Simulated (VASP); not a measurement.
Input of a VASP 6.6.1 run:

File INCAR:

```
PREC = Accurate
ENCUT = 520
EDIFF = 1E-6
ISMEAR = 0
SIGMA = 0.1
LREAL = F
LASPH = T
NELM = 80
ALGO = Fast
ISIF = 2
LWAVE = F
LCHARG = F
GGA = PS
NBANDS = 18
```

Contents of KPOINTS:

```
regular mesh
0
Gamma
  16 16 12
```

File POSCAR:

```
CuAu
1.0
    2.9052240000      0.0000000000      0.0000000000
    0.0000000000      2.9052240000      0.0000000000
    0.0000000000      0.0000000000      3.6978186000
Cu Au
1 1
Direct
    0.5000000000      0.5000000000      0.5681198910
    0.0000000000      0.0000000000     -0.0681198910
```

Potentials or basis: VASP PAW PBE potentials, release 64 (Cu, Au).

Run with:

```console
$ cat potpaw_PBE.64/Cu/POTCAR potpaw_PBE.64/Au/POTCAR > POTCAR
$ mpirun -np 1 vasp_std > vasp.out
```

**Question.** Estimate the pressure.

**Answer.** 4.2 GPa.

**Question.** Estimate the largest force.

**Answer.** 2.501 eV/Å.

Stress tensor (GPa, compression positive):
```
6.29 0.00 0.00
0.00 6.29 0.00
0.00 0.00 0.11
```

Caveat: the cell differs from its parent crystal (strained and its atoms moved); the PAW data sets were made with another functional, which shifts forces and pressure a little.
